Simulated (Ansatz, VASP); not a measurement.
## SiNi: VASP beside Ansatz

Contents of INCAR:

```
  PREC = Accurate
  ENCUT = 520
  EDIFF = 1E-7
  ISMEAR = -1
  SIGMA = 0.05
  LREAL = F
  LASPH = T
  NELM = 150
  ALGO = Normal
  ISIF = 2
  LWAVE = F
  LCHARG = T
  ISPIN = 2
  MAGMOM = 1 1 0 0
  LORBIT = 11
  LMAXMIX = 4
  GGA = B5
  ALDAX = 1.0
  AGGAX = 1.0
  AGGAC = 1.0
  ALDAC = 0.0
  LELF = T
  LVHAR = T
  NBANDS = 26
```

KPOINTS

```
regular mesh
0
Gamma
  9 8 6
```

POSCAR

```
SiNi
1.0
    2.9427706600      0.0000000000      0.0000000000
    0.0000000000      3.2803255400      0.0000000000
    0.0000000000      0.0000000000      4.6774467600
Ni Si
2 2
Direct
    0.5000000000      0.5000000000      0.3424955900
    0.0000000000      0.0000000000      0.6575044100
    0.5000000000      0.5000000000      0.8431431600
    0.0000000000      0.0000000000      0.1568568400
```

input.yaml

```yaml
crystal:
  lattice:
    - [2.94277066, 0.0, 0.0]
    - [0.0, 3.28032554, 0.0]
    - [0.0, 0.0, 4.67744676]
  atoms:
    - { symbol: Ni, position: [0.5, 0.5, 0.34249559], spin: 1.0 }
    - { symbol: Ni, position: [0.0, 0.0, 0.65750441], spin: 1.0 }
    - { symbol: Si, position: [0.5, 0.5, 0.84314316] }
    - { symbol: Si, position: [0.0, 0.0, 0.15685684] }
hamiltonian:
  xc: blyp
  pseudopotentials: { kind: paw }
magnetization:
  spin_polarized: true
kpoints:
  mp_grid: { grid: [9, 8, 6] }
scf:
  occupations: { method: fermi_dirac, width: 0.05 }
output:
  forces: true
  stress: true
  eigenvalues: true
```

Alike in both runs: task single point; functional BLYP; k mesh 9 × 8 × 6; occupations fermi-dirac, width 0.05 eV; collinear spin.

|  | VASP | Ansatz |
| --- | --- | --- |
| version | VASP 6.6.1 | Ansatz 0.2.0 |
| potentials or method | VASP PAW PBE potentials, release 64 (Ni, Si) | Ansatz PAW |
| plane-wave cutoff (eV) | 520 | 420 |
| valence electrons in the cell | 28 | 44 |

Ansatz gave:

```
gap on the k mesh at the Fermi level (eV)                     : none
pressure (GPa)                                                : 15.6
traceless stress, the component that is largest in VASP (GPa) : -2.61
rms of the force components (eV/Å)                            : 0.080
net moment per atom (μB)                                      : 0.00
```

Question: What did VASP give for the same quantities?

Answer: gap on the k mesh at the Fermi level (eV): none; pressure (GPa): 16.3; traceless stress, the component that is largest in VASP (GPa): -2.36; rms of the force components (eV/Å): 0.072; net moment per atom (μB): 0.00.

VASP's potentials were made for PBE, not for BLYP. Atom by atom the forces differ by 0.011 eV/Å (rms over components). A gap of «none» marks a metal or a gap that the smearing closes. The functional is the same, so the differences come from potentials, cutoffs and numerics. VASP's potentials hold 28 valence electrons a cell and Ansatz's 44, so a difference there can come from the potentials and not from the codes.
